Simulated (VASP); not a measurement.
A run of VASP 6.6.1 is set up as follows.

Contents of INCAR:

```
ALGO = Normal
EDIFF = 1E-7
ENCUT = 520
GGA = PE
ISIF = 2
ISMEAR = -1
LASPH = T
LCHARG = F
LREAL = F
LWAVE = F
NBANDS = 12
NELM = 100
PREC = Accurate
SIGMA = 0.08
```

Contents of KPOINTS:

```
k-points
0
Gamma
  12 12 12
```

POSCAR

```
Tl
1.0
    3.0185211111      0.0000000000      0.0000000000
    0.0000000000      3.0185211111      0.0000000000
    0.0000000000      0.0000000000      3.0185211111
Tl
1
Direct
    0.0000000000      0.0000000000      0.0000000000
```

Potentials or basis: VASP PAW PBE potentials, release 64 (Tl_d).

Command:

```sh
$ cat potpaw_PBE.64/Tl_d/POTCAR > POTCAR
$ mpirun -np 1 vasp_std > vasp.out
```

Question: What does it give for the band gap on the k mesh?

Answer: Zero (an odd number of electrons rules out a gap without spin polarisation).

Question: What does it give for the pressure?

Answer: 8.7 GPa.

Caveat: the cell stands under pressure; spin-orbit coupling is left out, which moves the levels of the heavy elements.
